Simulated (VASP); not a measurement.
**Li2Mg: single point with LDA**

Crystal: Li2Mg.

```
CELL_PARAMETERS angstrom
3.07827 0.00000 0.00000
-1.53913 2.66586 0.00000
0.00000 0.00000 15.43390
ATOMIC_POSITIONS crystal
Li 0.66667 0.33333 0.58279
Li 0.33333 0.66667 0.08279
Li 0.33333 0.66667 0.41721
Li 0.66667 0.33333 0.91721
Mg 0.33333 0.66667 0.75000
Mg 0.66667 0.33333 0.25000
```

| Property | Result |
| --- | --- |
| Program | VASP 6.6.1 |
| Task | single point |
| Functional | LDA |
| Potentials or basis | VASP PAW LDA potentials, release 64 (Li_sv, Mg) |
| Cutoff | 520 eV |
| k mesh | 10 × 10 × 2 |
| Occupations | methfessel-paxton, width 0.1 eV |
| Spin | no spin polarisation |
| Dipole correction | no |
| Further INCAR settings | ALGO = Normal; EDIFF = 1e-06; NBANDS = 17 |

| Quantity | Value |
| --- | --- |
| Largest force | 0.034 eV/Å |
| Band gap on the k mesh | zero (band 8 reaches 2.42 eV, above the bottom of band 9 at -1.03 eV) |

Forces on the atoms (eV/Å):
```
Li   0.000  0.000  0.034
Li   0.000  0.000  0.034
Li   0.000  0.000 -0.034
Li   0.000  0.000 -0.034
Mg   0.000  0.000  0.000
Mg   0.000  0.000  0.000
```

Levels at points of the mesh, in eV from the Fermi level:
```tsv
k point	band 6	band 7	band 8	band 9	band 10	band 11
(0.00, 0.00, 0.00)	-5.54	-3.18	-2.28	-2.25	-0.64	1.47
(0.50, 0.00, 0.00)	-0.79	-0.52	-0.47	0.17	0.71	1.95
(0.00, 0.00, 0.50)	-5.56	-2.94	-2.94	-1.32	-1.32	2.41
(0.50, 0.00, 0.50)	-0.86	-0.50	-0.50	0.43	0.43	2.14
```

Wall time 33 s on 1 thread of AMD EPYC 9R45 96-Core Processor (Zen 5), on a shared host, peak memory 0.19 GiB.
